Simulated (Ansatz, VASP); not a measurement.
Sb in VASP and in Ansatz

INCAR

```
SYSTEM = Sb
PREC = Accurate
ENCUT = 520
EDIFF = 1E-6
ISMEAR = -1
SIGMA = 0.05
LREAL = .FALSE.
LASPH = .TRUE.
NELM = 60
ALGO = Normal
ISIF = 2
LWAVE = .FALSE.
LCHARG = .TRUE.
GGA = PS
LELF = .TRUE.
LVHAR = .TRUE.
NBANDS = 12
```

File KPOINTS:

```
Automatic mesh
0
G
  9 9 9
  0 0 0
```

File POSCAR:

```
Sb
1.0
    2.1325272058      1.2312151563      3.7125363276
   -2.1325272058      1.2312151563      3.7125363276
    0.0000000000     -2.4624303126      3.7125363276
Sb
2
Direct
    0.2336400000      0.2336400000      0.2336400000
    0.7663600000      0.7663600000      0.7663600000
```

Input for Ansatz:

```yaml
crystal:
  lattice:
    - [2.1325272058, 1.2312151563, 3.7125363276]
    - [-2.1325272058, 1.2312151563, 3.7125363276]
    - [0.0, -2.4624303126, 3.7125363276]
  atoms:
    - { symbol: Sb, position: [0.23364, 0.23364, 0.23364] }
    - { symbol: Sb, position: [0.76636, 0.76636, 0.76636] }
kpoints:
  mp_grid: { grid: [9, 9, 9] }
scf:
  occupations: { method: fermi_dirac, width: 0.05 }
hamiltonian:
  xc: pbesol
  pseudopotentials: { kind: all_electron, lapw: { basis_error: 0.0005 } }
output:
  forces: true
  stress: true
  eigenvalues: true
```

Change from the starting cell: volume scaled by 0.975.

Alike in both runs: task single point; functional PBEsol; k mesh 9 × 9 × 9; occupations fermi-dirac, width 0.05 eV; no spin polarisation.

|  | VASP | Ansatz |
| --- | --- | --- |
| version | VASP 6.6.1 | Ansatz 0.2.0 |
| potentials or method | VASP PAW PBE potentials, release 64 (Sb), cutoff 520 eV | all-electron LAPW, scalar-relativistic |

```csv
,VASP,Ansatz,Ansatz less VASP
pressure (GPa),2.2,2.0,-0.23
"traceless stress, the component that is largest in VASP (GPa)",-0.58,-0.52,+0.060
rms of the force components (eV/Å),0.199,0.162,-0.0364
```

VASP's potentials were made for PBE, not for PBEsol. Atom by atom the forces differ by 0.036 eV/Å (rms over components). Ansatz ran all-electron here, and VASP with PAW potentials.

Spin-orbit coupling is off throughout.
